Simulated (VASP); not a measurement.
Wanted: the native input for a VASP 6.6.1 run.

```
Task                   : relaxation of cell and atoms
Functional             : PBE
Potentials or basis    : VASP PAW PBE potentials, release 64 (Ni_sv_GW, Ge_d)
Cutoff                 : 590 eV
k mesh                 : 4 × 4 × 4
Occupations            : gaussian, width 0.1 eV
Spin                   : collinear spin, ferromagnetic start
Starting moments       : [0.18, 0.0, 0.0, 0.0] μB
Dipole correction      : no
Further INCAR settings : ALGO = Normal; EDIFF = 1e-07; IBRION = 2; EDIFFG = -0.04; NSW = 90; ISIF = 3
```

The structure of NiGe3 lies in POSCAR:

```
NiGe3
1.0
    3.9477733574      0.0000000000      0.0000000000
    0.0000000000      3.9477733574      0.0000000000
    0.0000000000      0.0000000000      3.9477733574
Ni Ge
1 3
Direct
    0.0000000000      0.0000000000      0.0000000000
    0.0000000000      0.5000000000      0.5000000000
    0.5000000000      0.0000000000      0.5000000000
    0.5000000000      0.5000000000      0.0000000000
```

The input as run:

INCAR

```
SYSTEM = NiGe3
ALGO     = Normal         ! electronic algorithm
EDIFF    = 1E-7           ! SCF threshold, eV
EDIFFG   = -0.04          ! ionic threshold
ENCUT    = 590            ! plane-wave cutoff, eV
GGA      = PE             ! functional
GGA_COMPAT= .False.      
IBRION   = 2              ! ionic algorithm
ISIF     = 3              ! what is computed and relaxed
ISMEAR   = 0              ! smearing method
ISPIN    = 2              ! spin polarisation
LASPH    = .True.         ! aspherical terms in the spheres
LCHARG   = .False.        ! write CHGCAR
LMAXMIX  = 4              ! l up to which the mixer works
LORBIT   = 11             ! projections on sites
LREAL    = .False.        ! projectors in reciprocal space
LWAVE    = .False.        ! write WAVECAR
MAGMOM   = 0.18 0 0 0     ! initial moments
NELM     = 200            ! most SCF steps
NELMIN   = 4            
NSW      = 90             ! ionic steps
PREC     = Accurate       ! precision mode
SIGMA    = 0.1            ! smearing width, eV
```

KPOINTS

```
k-points
0
Gamma
  4 4 4
  0 0 0
```

Potentials or basis: VASP PAW PBE potentials, release 64 (Ni_sv_GW, Ge_d).

Launch:

```bash
$ cat potpaw_PBE.64/Ni_sv_GW/POTCAR potpaw_PBE.64/Ge_d/POTCAR > POTCAR
$ mpirun -np 1 vasp_std > vasp.out
```

Results of the run:

The relaxed volume is 16.18 Å³/atom, the relaxed cell is a = 4.015 Å, b = 4.015 Å, c = 4.015 Å, α = 90.00°, β = 90.00°, γ = 90.00° and the space group after relaxing (to 0.1 Å) is Pm-3m (No. 221). The energy gained by relaxing is 12.9 meV/atom. The ionic steps are 3 and the pressure after relaxing is 0.0 GPa. The band gap on the k mesh is zero (filled and empty bands overlap). The net moment is 0.00 μB per cell and the valence electrons inside the program's atomic spheres are Ni 16.29; Ge 12.25.

Caveat: the k points lie up to 0.39 Å⁻¹ apart in the final cell, too coarse for converged energies and pressures of a metal.

Run time: 100 s on 1 thread of Intel(R) Xeon(R) 6975P-C (Granite Rapids) (shared host), peak memory 0.24 GiB.
